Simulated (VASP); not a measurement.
The system is KBr3.

```xyz
4
Lattice="5.4427 0.0000 0.0000 0.0000 5.4427 0.0000 0.0000 0.0000 11.0334" Properties=species:S:1:pos:R:3 pbc="T T T"
K     0.0000    0.0000    5.5167
Br    0.0000    0.0000    0.0000
Br    0.0000    0.0000    2.5524
Br    0.0000    0.0000    8.4810
```

| Item | Value |
| --- | --- |
| Program | VASP 6.6.1 |
| Task | relaxation of cell and atoms |
| Functional | PBE |
| Potentials or basis | VASP PAW PBE potentials, release 64 (K_sv, Br) |
| Cutoff | 600 eV |
| k mesh | 6 × 6 × 4 |
| Occupations | gaussian, width 0.02 eV |
| Spin | no spin polarisation |

At the start: pressure 0.1 GPa; volume 81.71 Å³/atom.

**Question.** How do energy, volume and symmetry change on relaxing?

**Answer.** Over 18 steps the energy falls by 52.3 meV/atom and the volume is 197.98 Å³/atom (+142.3 %); space group P4/mmm (No. 123, to 0.05 Å).

Step by step:
```tsv
step	energy change (eV)	largest force (eV/Å)	pressure (GPa)	volume (Å³)
1	0.0000	0.0120	0.10	326.84
2	-0.0063	0.0623	0.21	329.22
3	-0.0087	0.1228	0.34	331.89
4	-0.0112	0.1128	0.34	333.57
5	-0.0185	0.0832	0.33	338.62
6	-0.0319	0.0246	0.30	348.84
7	-0.0547	0.0904	0.25	369.73
8	-0.0851	0.3100	0.18	413.34
9	-0.0952	0.7155	0.08	507.85
10	-0.1137	0.6631	0.06	531.26
11	-0.1581	0.5144	0.01	604.94
12	-0.2027	0.2459	-0.05	768.13
13	-0.2038	0.1906	-0.06	807.58
14	-0.2039	0.2093	-0.06	793.99
15	-0.2044	0.0549	0.07	787.56
16	-0.2077	0.0776	0.01	790.62
17	-0.2086	0.0470	0.00	791.13
18	-0.2091	0.0012	0.00	791.93
```

Final structure:
```
K Br
1.0
     8.43312    0.00000    0.00000
     0.00000    8.43312    0.00000
     0.00000    0.00000   11.13549
K Br
1 3
Direct
  0.00000 0.00000 0.50000
  0.00000 0.00000 0.00000
  0.00000 0.00000 0.22944
  0.00000 0.00000 0.77056
```

Caveat: the volume moved by over 15 % at a fixed basis, so the end points are rough.
